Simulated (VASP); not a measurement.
**B: single point with PBE**

The system is B.

```
B
1.0
    -2.24219    2.24219    2.24219
     2.24219   -2.24219    2.24219
     2.24219    2.24219   -2.24219
B
3
Direct
  0.00000 0.50000 0.50000
  0.50000 0.00000 0.50000
  0.50000 0.50000 0.00000
```

```json
{
  "Program": "VASP 6.6.1",
  "Task": "single point",
  "Functional": "PBE",
  "Potentials or basis": "VASP PAW PBE potentials, release 64 (B)",
  "Cutoff": "520 eV",
  "k mesh": "6 × 6 × 6",
  "Occupations": "gaussian, width 0.1 eV",
  "Spin": "no spin polarisation"
}
```

```
Pressure : -35.7 GPa
```

Levels at points of the mesh, in eV from the Fermi level:
| k point | band 1 | band 2 | band 3 | band 4 | band 5 | band 6 | band 7 | band 8 |
| --- | --- | --- | --- | --- | --- | --- | --- | --- |
| (0.00, 0.00, 0.00) | -9.96 | -0.95 | -0.95 | -0.95 | 0.67 | 0.67 | 2.76 | 2.76 |
| (0.50, 0.00, 0.00) | -7.53 | -6.49 | -2.14 | -1.76 | 0.52 | 1.54 | 2.68 | 5.02 |
| (0.50, 0.50, 0.50) | -5.43 | -5.43 | -3.42 | -3.42 | -3.42 | 0.07 | 4.45 | 4.45 |

Wall time 14 s on 1 thread of Intel Xeon 8259CL (shared host), peak memory 0.15 GiB.
